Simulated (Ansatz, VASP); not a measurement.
# One calculation of Rb2AlH4, two programs

```xyz
7
Lattice="-0.3287 -4.6661 -0.0027 4.6924 0.3304 -0.0008 -2.1871 2.1658 8.9442" Properties=species:S:1:pos:R:3 pbc="T T T"
Rb    0.3296    0.3171    6.6128
Rb    2.5185   -1.8492    2.3280
Al    0.3295    0.3293   -0.0001
H     1.9491    0.0395   -0.0002
H    -0.2787   -0.2373    1.4055
H    -0.2091   -2.7021   -0.0012
H     1.8964   -2.4050    7.5349
```

Change from the starting cell: cell x1, atoms moved at random (sigma 0.15 Å) and cell strained at random (1.5 %), then relaxed without symmetry.

Alike in both runs: functional PBE; k mesh 6 × 6 × 6; occupations gaussian, width 0.2 eV; no spin polarisation.

Ansatz relaxed the structure, and its values are those at the end. VASP's run is a single point on that final structure, the one shown.

|  | VASP | Ansatz |
| --- | --- | --- |
| version | VASP 6.6.1 | Ansatz 0.2.0 |
| potentials or method | VASP PAW PBE potentials, release 64 (Rb_sv, Al, H), cutoff 520 eV | scalar-relativistic, plane waves, PAW |
| valence electrons in the cell | 25 | 25 |

```csv
,VASP,Ansatz,Ansatz less VASP
gap on the k mesh at the Fermi level (eV),none,none,-
pressure (GPa),0.0,0.0,+0.04
rms of the force components (eV/Å),0.005,0.005,+0.0001
```

A gap of «none» marks a metal or a gap that the smearing closes.
